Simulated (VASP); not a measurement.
Tc:

```
CELL_PARAMETERS angstrom
2.70297 0.00000 0.00000
-1.35148 2.34084 0.00000
0.00000 0.00000 4.33856
ATOMIC_POSITIONS crystal
Tc 0.66667 0.33333 0.75000
Tc 0.33333 0.66667 0.25000
```

Base run:

```yaml
Program: VASP 6.6.1
Functional: r2SCAN
Potentials_or_basis: VASP PAW PBE potentials, release 64 (Tc_pv)
Cutoff: 520 eV
k_mesh: 11 × 11 × 6
Occupations: fermi-dirac, width 0.05 eV
Spin: no spin polarisation
```

Its results: band gap on the k mesh zero (band 13 reaches 14.89 eV, above the bottom of band 14 at 11.44 eV); pressure 12.4 GPa.

Task: The run is repeated on the same cell with these changes: functional from r2SCAN to PBEsol; further incar settings from ALGO = Normal; EDIFF = 1e-07; NBANDS = 20 to ALGO = Fast; EDIFF = 1e-06; NBANDS = 20. What comes out?

Result: Band gap on the k mesh zero (band 13 reaches 14.75 eV, above the bottom of band 14 at 11.44 eV); pressure 6.1 GPa.

Caveats: the PAW data sets were made with another functional, which shifts forces and pressure a little.
